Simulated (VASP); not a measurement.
Wanted: the native input for a VASP 6.6.1 run.

```
Task                   : relaxation of cell and atoms
Functional             : PBE
Potentials or basis    : VASP PAW PBE potentials, release 64 (Ga_d, C)
Cutoff                 : 600 eV
k mesh                 : 7 × 7 × 7
Occupations            : methfessel-paxton, width 0.1 eV
Spin                   : no spin polarisation
Target pressure        : 8 GPa
Dipole correction      : no
Further INCAR settings : ALGO = Normal; EDIFF = 1e-06; IBRION = 2; EDIFFG = -0.01; NSW = 50; ISIF = 3
```

The structure of GaC3 lies in POSCAR:

```
GaC3
1.0
    3.3189480000      0.0000000000      0.0000000000
    0.0000000000      3.3189480000      0.0000000000
    0.0000000000      0.0000000000      3.3189480000
Ga C
1 3
Direct
    0.0000000000      0.0000000000      0.0000000000
    0.0000000000      0.5000000000      0.5000000000
    0.5000000000      0.0000000000      0.5000000000
    0.5000000000      0.5000000000      0.0000000000
```

One way to write it, as run:

INCAR

```
SYSTEM = GaC3
PREC = Accurate ; ENCUT = 600
EDIFF = 1E-6 ; ISMEAR = 1
SIGMA = 0.1 ; LREAL = .False.
LASPH = .True. ; NELM = 100
ALGO = Normal ; ISIF = 3
LWAVE = .False. ; LCHARG = .False.
GGA = PE ; IBRION = 2
NSW = 50 ; EDIFFG = -0.01
PSTRESS = 80.0
```

KPOINTS

```
Automatic mesh
0
Gamma
  7 7 7
  0 0 0
```

Potentials or basis: VASP PAW PBE potentials, release 64 (Ga_d, C).

The run is started by

```console
$ cat potpaw_PBE.64/Ga_d/POTCAR potpaw_PBE.64/C/POTCAR > POTCAR
$ mpirun -np 1 vasp_std > vasp.out
```

It gave:

```
Relaxed volume                                         : 8.83 Å³/atom
Relaxed cell                                           : a = 3.281 Å, b = 3.281 Å, c = 3.281 Å, α = 90.00°, β = 90.00°, γ = 90.00°
Space group after relaxing (to 0.05 Å)                 : Pm-3m (No. 221)
Energy change on relaxing (the enthalpy is what falls) : +9.6 meV/atom
Ionic steps                                            : 3
Pressure after relaxing                                : 8.0 GPa
```

Caveat: the cell is relaxed towards a set pressure, so the enthalpy falls and the energy may rise.

Run time: 36 s on 1 thread of AMD EPYC 7R13, with other jobs on the host, peak memory 0.14 GiB.
